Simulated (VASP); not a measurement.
Runs of VASP 6.6.1 on SnTe. The structure is that of space group R3m (No. 160), or close to it. The cells are those of the table. 

| cell | gap on the mesh (eV) | pressure (GPa) | largest force (eV/Å) |
| --- | --- | --- | --- |
| a = 4.684 Å, angles 75.3°, 2 atoms | 0.64 | 4.4 | 3.80 |
| a = 7.021 Å, angles 33.6°, 2 atoms | 1.51 | (b) | 0.75 |
| a = 5.866 Å, angles 45.7°, 2 atoms | 0.38 | 1.2 | (a) |
| a = 4.585 Å, angles 82.7°, 2 atoms | 1.02 | 13.3 | 10.37 |
| a = 4.550 Å, 2 atoms | 1.49 | 31.4 | 27.39 |

Alike in all rows: task single point; level PBE; potentials or basis VASP PAW PBE potentials, release 64 (Sn_d, Te); no spin polarisation; k mesh 10 × 10 × 10; cutoff (eV) 520; smearing gaussian 0.03 eV.

Task: Fill in the values left out.

Result: (a) 0.96; (b) 2.4.

Caveats: spin-orbit coupling is left out, which moves the levels of the heavy elements; forces of over 1 eV/Å act on the atoms, so gaps and moduli don't describe the material at rest (some runs).

A k mesh can miss the band edges, and the runs leave out spin-orbit coupling on Sn, Te.
